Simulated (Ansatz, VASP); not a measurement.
**One calculation of MnSiSe3, two programs**

```
CELL_PARAMETERS angstrom
4.82525 0.00000 0.00000
0.00000 4.82525 0.00000
0.00000 0.00000 4.82525
ATOMIC_POSITIONS crystal
Mn 0.50000 0.50000 0.50000
Si 0.00000 0.00000 0.00000
Se 0.50000 0.00000 0.50000
Se 0.00000 0.50000 0.50000
Se 0.50000 0.50000 0.00000
```

Change from the starting cell: species swapped into the Ca3PbO type (Pm-3m, No. 221).

Alike in both runs: functional PBE; k mesh 8 × 8 × 8; occupations gaussian, width 0.1 eV; collinear spin.

Ansatz relaxed the structure, and its values are those at the end. VASP's run is a single point on that final structure, the one shown.

|  | VASP | Ansatz |
| --- | --- | --- |
| version | VASP 6.6.1 | Ansatz 0.2.0 |
| potentials or method | VASP PAW PBE potentials, release 64 (Mn_pv, Si, Se), cutoff 520 eV | scalar-relativistic, plane waves, PAW |
| valence electrons in the cell | 35 | 67 |

```tsv
	VASP	Ansatz	Ansatz less VASP
gap on the k mesh at the Fermi level (eV)	none	none	-
pressure (GPa)	0.1	0.0	-0.06
net moment per atom (μB)	0.78	0.77	0.000
size of the moment on the site where the two differ most (μB)	3.34	3.23	-0.116
```

Site moments also hang on the region over which each program counts them. A gap of «none» marks a metal or a gap that the smearing closes. The functional is the same, so the differences come from potentials, cutoffs and numerics. VASP's potentials hold 35 valence electrons a cell and Ansatz's 67, so a difference there can come from the potentials and not from the codes.
